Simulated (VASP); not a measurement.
# SnSe (Fm-3m) in VASP: notebook

SnSe is run at these levels: LDA; tasks: relaxation of cell and atoms, single point.

All numbers are computed with VASP 6.6.1; they aren't measurements. Logs are shortened: lines on timing, memory, paths and dates and some standing lists are left out, and cuts for length are marked.

**1. The cell of the first run**

Symmetry: Fm-3m, No. 225, cubic system. Conventional cell: a = 6.020 Å, b = 6.020 Å, c = 6.020 Å, α = 90.00°, β = 90.00°, γ = 90.00°. Sn (site symmetry m-3m) has 6 Se at 3.01 Å within 4.0 Å. Within 4.0 Å of Se (site symmetry m-3m) lie 6 Sn at 3.01 Å.

**2. Relaxation of cell and atoms, LDA**

Input file INCAR:

```
SYSTEM = SnSe
PREC = Accurate
ENCUT = 600
EDIFF = 1E-6
ISMEAR = 0
SIGMA = 0.02
LREAL = .FALSE.
LASPH = .TRUE.
NELM = 100
ALGO = Normal
ISIF = 3
LWAVE = .FALSE.
LCHARG = .FALSE.
IBRION = 2
NSW = 100
EDIFFG = -0.005
```

Input file KPOINTS:

```
Automatic mesh
0
G
  8 8 8
  0 0 0
```

Input file POSCAR:

```
SnSe
1.0
    0.0000000000      3.0100000000      3.0100000000
    3.0100000000      0.0000000000      3.0100000000
    3.0100000000      3.0100000000      0.0000000000
Sn Se
1 1
Direct
    0.0000000000      0.0000000000      0.0000000000
    0.5000000000      0.5000000000      0.5000000000
```

Potentials or basis: VASP PAW LDA potentials, release 64 (Sn_d, Se).

On the command line:

```console
$ cat potpaw_LDA.64/Sn_d/POTCAR potpaw_LDA.64/Se/POTCAR > POTCAR
$ mpirun -np 1 vasp_std > vasp.out
```

OUTCAR:

```text
SYSTEM = SnSe
   PREC = Accurate
   ENCUT = 600
   EDIFF = 1E-6
   ISMEAR = 0
   LREAL = .FALSE.
   LASPH = .TRUE.
   NELM = 100
   ISIF = 3
   IBRION = 2
   NSW = 100
   EDIFFG = -0.005

 ion  position               nearest neighbor table
   1  0.000  0.000  0.000-   2 3.01   2 3.01   2 3.01   2 3.01   2 3.01   2 3.01
   2  0.500  0.500  0.500-   1 3.01   1 3.01   1 3.01   1 3.01   1 3.01   1 3.01

  LATTYP: Found a face centered cubic cell.
 ALAT       =     6.0200000000

  Lattice vectors:

 A1 = (   0.0000000000,   3.0100000000,   3.0100000000)
 A2 = (   3.0100000000,   0.0000000000,   3.0100000000)
 A3 = (   3.0100000000,   3.0100000000,   0.0000000000)

Analysis of symmetry for initial positions (statically):
=====================================================================
 Subroutine PRICEL returns:
 Original cell was already a primitive cell.

 Routine SETGRP: Setting up the symmetry group for a
 face centered cubic supercell.

 Subroutine GETGRP returns: Found 48 space group operations
 (whereof 48 operations were pure point group operations)
 out of a pool of 48 trial point group operations.

The static configuration has the point symmetry O_h .

Analysis of symmetry for dynamics (positions and initial velocities):
=====================================================================
 Subroutine PRICEL returns:
 Original cell was already a primitive cell.

 Routine SETGRP: Setting up the symmetry group for a
 face centered cubic supercell.

 Subroutine GETGRP returns: Found 48 space group operations
 (whereof 48 operations were pure point group operations)
 out of a pool of 48 trial point group operations.

The dynamic configuration has the point symmetry O_h .

 Subroutine INISYM returns: Found 48 space group operations
 (whereof 48 operations are pure point group operations),
 and found     1 'primitive' translations

----------------------------------------------------------------------------------------

                                     Primitive cell

  volume of cell :      54.5418

  direct lattice vectors                    reciprocal lattice vectors
     0.000000000  3.010000000  3.010000000    -0.166112957  0.166112957  0.166112957
     3.010000000  0.000000000  3.010000000     0.166112957 -0.166112957  0.166112957
     3.010000000  3.010000000  0.000000000     0.166112957  0.166112957 -0.166112957

  length of vectors
     4.256782823  4.256782823  4.256782823     0.287716081  0.287716081  0.287716081

  position of ions in fractional coordinates (direct lattice)
     0.000000000  0.000000000  0.000000000
     0.500000000  0.500000000  0.500000000

  ion indices of the primitive-cell ions
   primitive index   ion index
                 1           1
                 2           2

----------------------------------------------------------------------------------------

 KPOINTS: Automatic mesh

Automatic generation of k-mesh.
 Grid dimensions read from file:
 generate k-points for:    8    8    8

 Generating k-lattice:

  Cartesian coordinates                     Fractional coordinates (reciprocal lattice)
    -0.020764120  0.020764120  0.020764120     0.125000000  0.000000000  0.000000000
     0.020764120 -0.020764120  0.020764120     0.000000000  0.125000000  0.000000000
     0.020764120  0.020764120 -0.020764120     0.000000000  0.000000000  0.125000000

  Length of vectors
     0.035964510  0.035964510  0.035964510

  Shift w.r.t. Gamma in fractional coordinates (k-lattice)
     0.000000000  0.000000000  0.000000000

 Subroutine IBZKPT returns following result:
 ===========================================

 Found     29 irreducible k-points:

 Following reciprocal coordinates:
            Coordinates               Weight
  0.000000  0.000000  0.000000      1.000000
  0.125000  0.000000  0.000000      8.000000
  0.250000  0.000000  0.000000      8.000000
  0.375000  0.000000  0.000000      8.000000
  0.500000  0.000000  0.000000      4.000000
  0.125000  0.125000  0.000000      6.000000
[... 16 lines left out ...]
  0.500000  0.250000  0.125000     48.000000
 -0.375000  0.250000  0.125000     24.000000
 [... further k-points ...]
   k-points           NKPTS =     29   k-points in BZ     NKDIM =     29   number of bands    NBANDS=     14
   number of dos      NEDOS =    301   number of ions     NIONS =      2
   total plane-waves  NPLWV =  46656
   dimension x,y,z NGX =    36 NGY =   36 NGZ =   36
   dimension x,y,z NGXF=    72 NGYF=   72 NGZF=   72
   ions per type =               1   1
   NGX,Y,Z   is equivalent  to a cutoff of  14.06, 14.06, 14.06 a.u.
   NGXF,Y,Z  is equivalent  to a cutoff of  28.12, 28.12, 28.12 a.u.
 SYSTEM =  SnSe
   PREC   = accura    normal or accurate (medium, high low for compatibility)
   ISTART =      0    job   : 0-new  1-cont  2-samecut
   ICHARG =      2    charge: 1-file 2-atom 10-const
   ISPIN  =      1    spin polarized calculation?
   LNONCOLLINEAR =      F non collinear calculations
   LSORBIT =      F    spin-orbit coupling
   LASPH  =      T    aspherical Exc in radial PAW
   ENCUT  =  600.0 eV  44.10 Ry    6.64 a.u.   8.50  8.50  8.50*2*pi/ulx,y,z
   NELM   =    100;   NELMIN=  2; NELMDL= -5     # of ELM steps
   EDIFF  = 0.1E-05   stopping-criterion for ELM
   LREAL  =      F    real-space projection
   EDIFFG = -.5E-02   stopping-criterion for IOM
   NSW    =    100    number of steps for IOM
   IBRION =      2    ionic relax: 0-MD 1-quasi-New 2-CG
   NFREE  =      1    steps in history (QN), initial steepest desc. (CG)
   ISIF   =      3    stress and relaxation
   ISYM   =      2    0-nonsym 1-usesym 2-fastsym
   POTIM  = 0.5000    time-step for ionic-motion
   TEBEG  =    0.0;   TEEND  =   0.0 temperature during run
   PSTRESS=    0.0 pullay stress
   NELECT =      20.0000    total number of electrons
   NUPDOWN=      -1.0000    fix difference up-down
   EMIN   =  10.00;   EMAX   =-10.00  energy-range for DOS
   EFERMI =   0.00;   METHOD = LEGACY
   ISMEAR =     0;   SIGMA  =   0.02  broadening in eV -4-tet -1-fermi 0-gaus
   EFERMI_NEDOS =   21; number of points for ismear=-14 and -15
   IALGO  =     38    algorithm
   IMIX   =      4    mixing-type and parameters
     AMIX     =   0.40;   BMIX     =  1.00
     AMIX_MAG =   1.60;   BMIX_MAG =  1.00
  volume/ion in A,a.u.               =      27.27       184.03
  Fermi-wavevector in a.u.,A,eV,Ry     =   1.171768  2.214321 18.681350  1.373040
  Thomas-Fermi vector in A             =   2.308207
   LORBIT       =      0    0 simple, 1 ext, 2 COOP (PROOUT), +10 PAW based schemes
   GGA     = CA    functional components
   LHFCALC =     F    Hartree Fock is set to
   AEXX    =    0.0000 exact exchange contribution
   IVDW    =     0    specifies the selected vdW correction
   LEPSILON=     F    determine dielectric tensor
   LRPA    =     F    only Hartree local field effects (RPA)
 conjugate gradient relaxation of ions
 non-spin polarized calculation
 Gauss-broadening in eV      SIGMA  =   0.02
  energy-cutoff  :      600.00
  volume of cell :       54.54
 maximum number of plane-waves:      1841
 NGX is ok and might be reduce to    36
   NGX = 17   NGY = 17   NGZ = 17

--------------------------------------- Ionic step        1  -------------------------------------------

 number of electron      19.9999999 magnetization

 Free energy of the ion-electron system (eV)
  ---------------------------------------------------
  ext. energy  EPLUGINS =         0.00000000
  ---------------------------------------------------
  free energy    TOTEN  =        -9.47491624 eV

  energy without entropy =       -9.47491624  energy(sigma->0) =       -9.47491624

 E-fermi :   5.4997     XC(G=0):  -9.8825

 val. band max:        5.3257487886   @ k =   0.5000   0.0000   0.0000
 cond. band min:       5.9552048165   @ k =   0.5000   0.0000   0.0000
 fundamental gap:      0.6294560278
 Fermi energy:         5.4996696645

 k-point     1 :       0.0000    0.0000    0.0000
  band No.  band energies     occupation
      1     -16.0736      2.00000
      2     -16.0736      2.00000
      3     -16.0717      2.00000
      4     -16.0717      2.00000
      5     -16.0717      2.00000
      6      -8.4459      2.00000
      7       0.2389      2.00000
      8       3.2580      2.00000
      9       3.2580      2.00000
     10       3.2580      2.00000
     11       9.6419      0.00000
     12       9.6419      0.00000
     13       9.6419      0.00000
     14      11.2877      0.00000

 k-point     2 :       0.1250    0.0000    0.0000
  band No.  band energies     occupation
      1     -16.0746      2.00000
      2     -16.0746      2.00000
      3     -16.0713      2.00000
      4     -16.0700      2.00000
      5     -16.0700      2.00000
      6      -8.3363      2.00000
      7      -0.3162      2.00000
      8       3.2787      2.00000
      9       3.2787      2.00000
     10       3.6881      2.00000
     11       8.7827      0.00000
     12       8.9341      0.00000
     13       8.9341      0.00000
     14      11.2335      0.00000
[... 423 lines left out ...]
 VOLUME and BASIS-vectors are now :
 -----------------------------------------------------------------------------
  energy-cutoff  :      600.00
  volume of cell :       50.32
      direct lattice vectors                 reciprocal lattice vectors
    -0.000000000  2.930179329  2.930179329    -0.170638020  0.170638020  0.170638020
     2.930179329 -0.000000000  2.930179329     0.170638020 -0.170638020  0.170638020
     2.930179329  2.930179329 -0.000000000     0.170638020  0.170638020 -0.170638020

 POSITION                                       TOTAL-FORCE (eV/Angst)
 -----------------------------------------------------------------------------------
      2.93018     -0.00000      2.93018         0.000000      0.000000      0.000000
      2.93018      2.93018      2.93018        -0.000000     -0.000000     -0.000000
 -----------------------------------------------------------------------------------
    total drift:                                0.000000      0.000000      0.000000

  FREE ENERGIE OF THE ION-ELECTRON SYSTEM (eV)
  ---------------------------------------------------
  free  energy   TOTEN  =        -9.5065385283 eV

  energy  without entropy=       -9.5065385283  energy(sigma->0) =       -9.50653853

--------------------------------------- Ionic step        3  -------------------------------------------

 number of electron      20.0000000 magnetization

 Free energy of the ion-electron system (eV)
  ---------------------------------------------------
  ext. energy  EPLUGINS =         0.00000000
  ---------------------------------------------------
  free energy    TOTEN  =        -9.51003247 eV

  energy without entropy =       -9.51003247  energy(sigma->0) =       -9.51003247

 E-fermi :   6.1388     XC(G=0): -10.1595

 val. band max:        6.0111429549   @ k =  -0.2500   0.1250   0.0000
 cond. band min:       6.7811009482   @ k =  -0.3750   0.1250   0.0000
 fundamental gap:      0.7699579933
 Fermi energy:         6.1387675848

 k-point     1 :       0.0000    0.0000    0.0000
  band No.  band energies     occupation
      1     -15.3528      2.00000
      2     -15.3528      2.00000
      3     -15.3479      2.00000
      4     -15.3479      2.00000
      5     -15.3479      2.00000
      6      -8.1638      2.00000
      7       1.1658      2.00000
      8       3.7954      2.00000
      9       3.7954      2.00000
     10       3.7954      2.00000
     11      10.5950      0.00000
     12      10.5950      0.00000
     13      10.5950      0.00000
     14      11.9357      0.00000

 k-point     2 :       0.1250    0.0000    0.0000
  band No.  band energies     occupation
      1     -15.3540      2.00000
      2     -15.3540      2.00000
      3     -15.3474      2.00000
      4     -15.3458      2.00000
      5     -15.3458      2.00000
      6      -8.0407      2.00000
      7       0.4611      2.00000
      8       3.8168      2.00000
      9       3.8168      2.00000
     10       4.3518      2.00000
     11       9.6549      0.00000
     12       9.7930      0.00000
     13       9.7930      0.00000
     14      11.9171      0.00000
[... 387 lines left out ...]
 VOLUME and BASIS-vectors are now :
 -----------------------------------------------------------------------------
  energy-cutoff  :      600.00
  volume of cell :       51.26
      direct lattice vectors                 reciprocal lattice vectors
    -0.000000000  2.948435778  2.948435778    -0.169581445  0.169581445  0.169581445
     2.948435778 -0.000000000  2.948435778     0.169581445 -0.169581445  0.169581445
     2.948435778  2.948435778 -0.000000000     0.169581445  0.169581445 -0.169581445

 POSITION                                       TOTAL-FORCE (eV/Angst)
 -----------------------------------------------------------------------------------
      0.00000      0.00000      0.00000         0.000000      0.000000     -0.000000
      2.94844      2.94844      2.94844         0.000000     -0.000000      0.000000
 -----------------------------------------------------------------------------------
    total drift:                               -0.000000      0.000000      0.000000

  FREE ENERGIE OF THE ION-ELECTRON SYSTEM (eV)
  ---------------------------------------------------
  free  energy   TOTEN  =        -9.5100324675 eV

  energy  without entropy=       -9.5100324675  energy(sigma->0) =       -9.51003247

 reached required accuracy - stopping structural energy minimisation
```

It took 30 s on 1 thread of Intel Xeon 6975P-C (Granite Rapids), shared host; peak memory 0.2 GiB.

What came out:

- Free energy: -9.5100 eV
- Relaxed volume: 25.63 Å³/atom
- Relaxed cell: a = 4.170 Å, b = 4.170 Å, c = 4.170 Å, α = 60.00°, β = 60.00°, γ = 60.00°
- Space group after relaxing (to 0.05 Å): Fm-3m (No. 225)
- Energy gained by relaxing: 17.6 meV/atom
- Ionic steps: 3
- Pressure after relaxing: 0.0 GPa
- Band gap on the k mesh: 0.77 eV, indirect (least direct gap 0.91 eV)

The path:
```tsv
step	energy change (eV)	largest force (eV/Å)	pressure (GPa)	volume (Å³)
1	0.0000	0.0000	-3.23	54.54
2	-0.0316	0.0000	1.19	50.32
3	-0.0351	0.0000	0.02	51.26
```

Final structure:
```xyz
2
Lattice="0.0000 2.9484 2.9484 2.9484 0.0000 2.9484 2.9484 2.9484 0.0000" Properties=species:S:1:pos:R:3 pbc="T T T"
Sn    0.0000    0.0000    0.0000
Se    2.9484    2.9484    2.9484
```

Caveat: spin-orbit coupling is left out, which moves the levels of the heavy elements.

[end of part 1 of 3]
